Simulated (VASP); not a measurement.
# GaN (P6_3mc) in VASP: a series of runs, part 2 of 2

VASP 6.6.1. Earlier steps stand in the parts before.

### Step 3. Relaxation of cell and atoms, PBEsol

This run uses another cell than the first one, of 11.43 Å³/atom.

File INCAR:

```
SYSTEM = GaN
PREC = Accurate ; ENCUT = 600
EDIFF = 1E-6 ; ISMEAR = 0
SIGMA = 0.01 ; LREAL = .False.
LASPH = .True. ; NELM = 80
ALGO = Normal ; ISIF = 3
LWAVE = .False. ; LCHARG = .False.
GGA = PS ; IBRION = 2
NSW = 80 ; EDIFFG = -0.001
```

File KPOINTS:

```
regular mesh
0
Gamma
  9 9 6
  0 0 0
```

File POSCAR:

```
GaN
1.0
    3.1900000000      0.0000000000      0.0000000000
   -1.5950000000      2.7626210381      0.0000000000
    0.0000000000      0.0000000000      5.1900000000
Ga N
2 2
Direct
    0.3333333333      0.6666666667      0.0000000000
    0.6666666667      0.3333333333      0.5000000000
    0.3333333333      0.6666666667      0.3770000000
    0.6666666667      0.3333333333      0.8770000000
```

Potentials or basis: VASP PAW PBE potentials, release 64 (Ga_d, N).

Launch:

```sh
cat potpaw_PBE.64/Ga_d/POTCAR potpaw_PBE.64/N/POTCAR > POTCAR
mpirun -np 1 vasp_std > vasp.out
```

OUTCAR:

```text
SYSTEM = GaN
   PREC = Accurate
   ENCUT = 600
   EDIFF = 1E-6
   ISMEAR = 0
   LREAL = .False.
   LASPH = .True.
   NELM = 80
   ISIF = 3
   GGA = PS
   IBRION = 2
   NSW = 80
   EDIFFG = -0.001

 ion  position               nearest neighbor table
   1  0.333  0.667  0.000-   4 1.95   4 1.95   4 1.95   3 1.96
   2  0.667  0.333  0.500-   3 1.95   3 1.95   3 1.95   4 1.96
   3  0.333  0.667  0.377-   2 1.95   2 1.95   2 1.95   1 1.96
   4  0.667  0.333  0.877-   1 1.95   1 1.95   1 1.95   2 1.96

  LATTYP: Found a hexagonal cell.
 ALAT       =     3.1900000000
 C/A-ratio  =     1.6269592476

  Lattice vectors:

 A1 = (   3.1900000000,   0.0000000000,   0.0000000000)
 A2 = (  -1.5950000000,   2.7626210381,   0.0000000000)
 A3 = (   0.0000000000,   0.0000000000,   5.1900000000)

Analysis of symmetry for initial positions (statically):
=====================================================================
 Subroutine PRICEL returns:
 Original cell was already a primitive cell.

 Routine SETGRP: Setting up the symmetry group for a
 hexagonal supercell.

 Subroutine GETGRP returns: Found 12 space group operations
 (whereof  6 operations were pure point group operations)
 out of a pool of 24 trial point group operations.

The static configuration has the point symmetry C_3v.
 The point group associated with its full space group is C_6v.

Analysis of symmetry for dynamics (positions and initial velocities):
=====================================================================
 Subroutine PRICEL returns:
 Original cell was already a primitive cell.

 Routine SETGRP: Setting up the symmetry group for a
 hexagonal supercell.

 Subroutine GETGRP returns: Found 12 space group operations
 (whereof  6 operations were pure point group operations)
 out of a pool of 24 trial point group operations.

The dynamic configuration has the point symmetry C_3v.
 The point group associated with its full space group is C_6v.

 Subroutine INISYM returns: Found 12 space group operations
 (whereof  6 operations are pure point group operations),
 and found     1 'primitive' translations

----------------------------------------------------------------------------------------

                                     Primitive cell

  volume of cell :      45.7382

  direct lattice vectors                    reciprocal lattice vectors
     3.190000000  0.000000000  0.000000000     0.313479624  0.180987545  0.000000000
    -1.595000000  2.762621038  0.000000000     0.000000000  0.361975090  0.000000000
     0.000000000  0.000000000  5.190000000     0.000000000  0.000000000  0.192678227

  length of vectors
     3.190000000  3.190000000  5.190000000     0.361975090  0.361975090  0.192678227

  position of ions in fractional coordinates (direct lattice)
     0.333333333  0.666666667  0.000000000
     0.666666667  0.333333333  0.500000000
     0.333333333  0.666666667  0.377000000
     0.666666667  0.333333333  0.877000000

[... 66 lines left out ...]
   NGX,Y,Z   is equivalent  to a cutoff of  14.59, 14.59, 13.45 a.u.
   NGXF,Y,Z  is equivalent  to a cutoff of  29.18, 29.18, 26.91 a.u.
 SYSTEM =  GaN
   PREC   = accura    normal or accurate (medium, high low for compatibility)
   ISTART =      0    job   : 0-new  1-cont  2-samecut
   ICHARG =      2    charge: 1-file 2-atom 10-const
   ISPIN  =      1    spin polarized calculation?
   LNONCOLLINEAR =      F non collinear calculations
   LSORBIT =      F    spin-orbit coupling
   LASPH  =      T    aspherical Exc in radial PAW
   ENCUT  =  600.0 eV  44.10 Ry    6.64 a.u.   6.37  6.37 10.37*2*pi/ulx,y,z
   NELM   =     80;   NELMIN=  2; NELMDL= -5     # of ELM steps
   EDIFF  = 0.1E-05   stopping-criterion for ELM
   LREAL  =      F    real-space projection
   EDIFFG = -.1E-02   stopping-criterion for IOM
   NSW    =     80    number of steps for IOM
   IBRION =      2    ionic relax: 0-MD 1-quasi-New 2-CG
   NFREE  =      1    steps in history (QN), initial steepest desc. (CG)
   ISIF   =      3    stress and relaxation
   ISYM   =      2    0-nonsym 1-usesym 2-fastsym
   POTIM  = 0.5000    time-step for ionic-motion
   TEBEG  =    0.0;   TEEND  =   0.0 temperature during run
   PSTRESS=    0.0 pullay stress
   NELECT =      36.0000    total number of electrons
   NUPDOWN=      -1.0000    fix difference up-down
   EMIN   =  10.00;   EMAX   =-10.00  energy-range for DOS
   EFERMI =   0.00;   METHOD = LEGACY
   ISMEAR =     0;   SIGMA  =   0.01  broadening in eV -4-tet -1-fermi 0-gaus
   EFERMI_NEDOS =   21; number of points for ismear=-14 and -15
   IALGO  =     38    algorithm
   IMIX   =      4    mixing-type and parameters
     AMIX     =   0.40;   BMIX     =  1.00
     AMIX_MAG =   1.60;   BMIX_MAG =  1.00
  volume/ion in A,a.u.               =      11.43        77.16
  Fermi-wavevector in a.u.,A,eV,Ry     =   1.511527  2.856372 31.085415  2.284714
  Thomas-Fermi vector in A             =   2.621572
   LORBIT       =      0    0 simple, 1 ext, 2 COOP (PROOUT), +10 PAW based schemes
   GGA     = PS    functional components
   LHFCALC =     F    Hartree Fock is set to
   AEXX    =    0.0000 exact exchange contribution
   IVDW    =     0    specifies the selected vdW correction
   LEPSILON=     F    determine dielectric tensor
   LRPA    =     F    only Hartree local field effects (RPA)
 conjugate gradient relaxation of ions
 non-spin polarized calculation
 Gauss-broadening in eV      SIGMA  =   0.01
  energy-cutoff  :      600.00
  volume of cell :       45.74
 maximum number of plane-waves:      1543
 NGX is ok and might be reduce to    28
   NGX = 13   NGY = 13   NGZ = 21

--------------------------------------- Ionic step        1  -------------------------------------------

 number of electron      35.9999996 magnetization

 Free energy of the ion-electron system (eV)
  ---------------------------------------------------
  ext. energy  EPLUGINS =         0.00000000
  ---------------------------------------------------
  free energy    TOTEN  =       -26.27098642 eV

  energy without entropy =      -26.27098642  energy(sigma->0) =      -26.27098642

------------------------ aborting loop because EDIFF is reached ----------------------------------------

  FORCE on cell =-STRESS in cart. coord.  units (eV):
  Direction    XX          YY          ZZ          XY          YZ          ZX
  --------------------------------------------------------------------------------------
  -------------------------------------------------------------------------------------
  Total       -0.4382956     -0.4382956     -0.3300515      0.0000000      0.0000000      0.0000000
  in kB      -15.3531795    -15.3531795    -11.5614663      0.0000000      0.0000000      0.0000000
  external PRESSURE =     -14.0892751 kB  Pullay stress =       0.0000000 kB
[... 95 lines left out ...]
  FREE ENERGIE OF THE ION-ELECTRON SYSTEM (eV)
  ---------------------------------------------------
  free  energy   TOTEN  =       -26.2725379305 eV

  energy  without entropy=      -26.2725379305  energy(sigma->0) =      -26.27253793

[... ionic steps 4 to 35 ...]

--------------------------------------- Ionic step       36  -------------------------------------------

 number of electron      35.9999995 magnetization

------------------------ aborting loop because EDIFF is reached ----------------------------------------
[... 71 lines left out ...]
--------------------------------------- Ionic step       38  -------------------------------------------

 number of electron      35.9999995 magnetization

 Free energy of the ion-electron system (eV)
  ---------------------------------------------------
  ext. energy  EPLUGINS =         0.00000000
  ---------------------------------------------------
  free energy    TOTEN  =       -26.27257030 eV

  energy without entropy =      -26.27257030  energy(sigma->0) =      -26.27257030

 E-fermi :   5.3313     XC(G=0): -11.9396

 val. band max:        5.2589554097   @ k =   0.0000   0.0000   0.0000
 cond. band min:       7.1662465563   @ k =   0.0000   0.0000   0.0000
 fundamental gap:      1.9072911466
 Fermi energy:         5.3313251488

 k-point     1 :       0.0000    0.0000    0.0000
  band No.  band energies     occupation
      1     -10.7772      2.00000
      2      -9.8012      2.00000
      3      -8.1485      2.00000
      4      -8.1326      2.00000
      5      -8.1326      2.00000
      6      -8.0694      2.00000
[... 589 lines left out ...]
     21      12.7724      0.00000
     22      13.4946      0.00000

 [... further k-points ...]

------------------------ aborting loop because EDIFF is reached ----------------------------------------

  FORCE on cell =-STRESS in cart. coord.  units (eV):
  Direction    XX          YY          ZZ          XY          YZ          ZX
  --------------------------------------------------------------------------------------
  -------------------------------------------------------------------------------------
  Total        0.0032712      0.0032712     -0.0007140      0.0000000      0.0000000      0.0000000
  in kB        0.1154622      0.1154622     -0.0252012      0.0000000      0.0000000      0.0000000
  external PRESSURE =       0.0685744 kB  Pullay stress =       0.0000000 kB
[... 19 lines left out ...]
  FREE ENERGIE OF THE ION-ELECTRON SYSTEM (eV)
  ---------------------------------------------------
  free  energy   TOTEN  =       -26.2725703042 eV

  energy  without entropy=      -26.2725703042  energy(sigma->0) =      -26.27257030

 reached required accuracy - stopping structural energy minimisation
```

OSZICAR:

```text
N       E                     dE             d eps       ncg     rms          rms(c)
DAV:   1     0.292122169391E+03    0.29212E+03   -0.20167E+04  2184   0.330E+03
DAV:   2     0.785243876718E+01   -0.28427E+03   -0.27490E+03  2314   0.565E+02
[... 191 lines left out ...]
       N       E                     dE             d eps       ncg     rms          rms(c)
DAV:   1    -0.262725706657E+02    0.18817E-06   -0.12621E-05  2982   0.555E-02    0.415E-03
DAV:   2    -0.262725703430E+02    0.32268E-06   -0.11832E-06  1056   0.236E-02
  37 F= -.26272570E+02 E0= -.26272570E+02  d E =-.295992E-06
       N       E                     dE             d eps       ncg     rms          rms(c)
DAV:   1    -0.262725703008E+02    0.36490E-06   -0.67492E-07  1056   0.116E-02    0.495E-04
DAV:   2    -0.262725703042E+02   -0.33606E-08   -0.17326E-07  1056   0.553E-03
  38 F= -.26272570E+02 E0= -.26272570E+02  d E =-.257134E-06
```

CONTCAR:

```text
GaN
   1.00000000000000
     3.1802275296403102    0.0000000000000000   -0.0000000000000000
    -1.5901137648201551    2.7541578305105241    0.0000000000000000
    -0.0000000000000000    0.0000000000000000    5.1823500634396744
  Ga              N
     2     2
Direct
     0.3333333332999970    0.6666666667000030    0.0001985547157491
     0.6666666667000030    0.3333333332999970    0.5001985547157494
     0.3333333332999970    0.6666666667000030    0.3768014452842534
     0.6666666667000030    0.3333333332999970    0.8768014452842531

  0.00000000E+00  0.00000000E+00  0.00000000E+00
  0.00000000E+00  0.00000000E+00  0.00000000E+00
  0.00000000E+00  0.00000000E+00  0.00000000E+00
  0.00000000E+00  0.00000000E+00  0.00000000E+00
```

Run time: 12 min. Hardware: 1 thread of Intel Xeon Platinum 8259CL at 2.50GHz (Skylake/Cascade Lake), shared host; peak memory 0.22 GiB.

Results:

| Property | Result |
| --- | --- |
| Free energy | -26.2726 eV |
| Relaxed volume | 11.35 Å³/atom |
| Relaxed cell | a = 3.180 Å, b = 3.180 Å, c = 5.182 Å, α = 90.00°, β = 90.00°, γ = 120.00° |
| Space group after relaxing (to 0.1 Å) | P6_3mc (No. 186) |
| Energy gained by relaxing | 0.4 meV/atom |
| Ionic steps | 38 |
| Pressure after relaxing | 0.0 GPa |
| Band gap on the k mesh | 1.91 eV |

The path:
```
step  energy change (eV)  largest force (eV/Å)  pressure (GPa)  volume (Å³)
   1              0.0000                0.0075           -1.41        45.74
   2             -0.0002                0.0152            1.43        45.08
   3             -0.0016                0.0113           -0.03        45.39
   4             -0.0015                0.0112            0.20        45.38
   5             -0.0015                0.0042           -0.29        45.46
   6             -0.0016                0.0092           -0.06        45.41
   7             -0.0016                0.0024           -0.01        45.40
   8             -0.0016                0.0007           -0.02        45.40
   9             -0.0016                0.0015           -0.03        45.40
  10             -0.0016                0.0027           -0.02        45.40
  11             -0.0016                0.0042           -0.02        45.40
  12             -0.0016                0.0007           -0.05        45.40
  13             -0.0016                0.0010           -0.04        45.40
  14             -0.0016                0.0024            0.28        45.38
  15             -0.0016                0.0016           -0.22        45.40
  16             -0.0016                0.0020            0.12        45.39
  17             -0.0016                0.0020            0.04        45.39
  18             -0.0016                0.0017           -0.01        45.40
  19             -0.0016                0.0019           -0.01        45.40
  20             -0.0016                0.0020           -0.01        45.40
  21             -0.0016                0.0020            0.00        45.40
  22             -0.0016                0.0010           -0.02        45.39
  23             -0.0016                0.0072            0.12        45.38
  24             -0.0016                0.0008           -0.05        45.39
  25             -0.0016                0.0024            0.03        45.39
  26             -0.0016                0.0002           -0.01        45.39
  27             -0.0016                0.0041            0.11        45.39
  28             -0.0016                0.0001           -0.06        45.39
  29             -0.0016                0.0023            0.02        45.39
  30             -0.0016                0.0004            0.01        45.39
  31             -0.0016                0.0004            0.01        45.39
  32             -0.0016                0.0004            0.00        45.39
  33             -0.0016                0.0014            0.02        45.39
  34             -0.0016                0.0008            0.01        45.39
  35             -0.0016                0.0010            0.01        45.39
  36             -0.0016                0.0001           -0.05        45.39
  37             -0.0016                0.0012            0.00        45.39
  38             -0.0016                0.0008            0.01        45.39
```

Final structure:
```cif
data_structure
_symmetry_space_group_name_H-M 'P 1'
_symmetry_Int_Tables_number 1
_cell_length_a 3.1802
_cell_length_b 3.1802
_cell_length_c 5.1824
_cell_angle_alpha 90.000
_cell_angle_beta 90.000
_cell_angle_gamma 120.000
_cell_volume 45.39
loop_
_atom_site_label
_atom_site_type_symbol
_atom_site_fract_x
_atom_site_fract_y
_atom_site_fract_z
_atom_site_occupancy
Ga1 Ga 0.33333 0.66667 0.00020 1
Ga2 Ga 0.66667 0.33333 0.50020 1
N1 N 0.33333 0.66667 0.37680 1
N2 N 0.66667 0.33333 0.87680 1
```

Caveat: the PAW data sets were made with another functional, which shifts forces and pressure a little.
